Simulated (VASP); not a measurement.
Mg33O32 (a cell with a defect), 65 atoms in the cell. The cell holds a defect, 65 atoms: a = 8.429 Å, b = 8.429 Å, c = 8.429 Å, α = 90.00°, β = 90.00°, γ = 90.00°. 

```yaml
Program: VASP 6.6.1
Task: single point
Functional: PBEsol
Potentials_or_basis: VASP PAW PBE potentials, release 64 (O, Mg)
Cutoff: 520 eV
k_mesh: 2 × 2 × 2, shifted
Occupations: fermi-dirac, width 0.05 eV
Spin: no spin polarisation
Dipole_correction: no
Charge: 2
Further_INCAR_settings: LREAL = Auto; ALGO = Normal; EDIFF = 1e-06; NBANDS = 167; NELECT = 256.0
```

Potentials or basis: VASP PAW PBE potentials, release 64 (O, Mg).

Launch:

```sh
$ cat potpaw_PBE.64/O/POTCAR potpaw_PBE.64/Mg/POTCAR > POTCAR
$ mpirun -np 4 vasp_std > vasp.out
```

Hardware: 4 MPI ranks on Oxide Virtual Turin-like Processor (shared host).

Problem. Estimate the wall time of this run.

Solution. It took 7 min on 4 MPI ranks on Oxide Virtual Turin-like Processor (shared host), peak memory 0.42 GiB a rank. Counts: scf iterations 16, k points 4.
